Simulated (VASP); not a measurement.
Here is a VASP 6.6.1 calculation.

Contents of POSCAR:

```
Te
1.0
    2.2857050000      1.3084100000      1.7231440000
   -2.2642260000      1.2957370000      1.7038320000
   -0.0002360000     -2.6597710000      1.7572810000
Te
1
Direct
    0.5014310000      0.4938640000      0.5031630000
```

Contents of INCAR.step1:

```
  ALGO = Normal
  EDIFF = 1E-4
  ENCUT = 520
  GGA = PE
  ISMEAR = 1
  LASPH = T
  LCHARG = F
  LREAL = F
  LWAVE = T
  NBANDS = 9
  NELM = 80
  PREC = Accurate
  SIGMA = 0.1
```

INCAR.step2

```
  ALGO = Normal
  EDIFF = 1E-6
  ENCUT = 520
  ISIF = 2
  ISMEAR = 1
  ISTART = 1
  LASPH = T
  LCHARG = F
  LMIXTAU = T
  LREAL = F
  LWAVE = F
  METAGGA = R2SCAN
  NBANDS = 9
  NELM = 80
  PREC = Accurate
  SIGMA = 0.1
```

File KPOINTS:

```
k-points
0
Gamma
  14 14 14
```

Potentials or basis: VASP PAW PBE potentials, release 64 (Te).

Launch:

```bash
$ cat potpaw_PBE.64/Te/POTCAR > POTCAR
$ cp INCAR.step1 INCAR
$ mpirun -np 1 vasp_std > vasp.out
$ cp INCAR.step2 INCAR
$ mpirun -np 1 vasp_std > vasp.out
```

Estimate the band gap on the k mesh.

zero (bands 3 and 4 overlap by 5.57 eV).

Predict the pressure.

2.0 GPa.

Stress tensor (GPa, compression positive):
```
 2.65 -0.42 -0.54
-0.42  1.44  0.87
-0.54  0.87  2.01
```

Caveat: the PAW data sets were made with another functional, which shifts forces and pressure a little; spin-orbit coupling is left out, which moves the levels of the heavy elements.
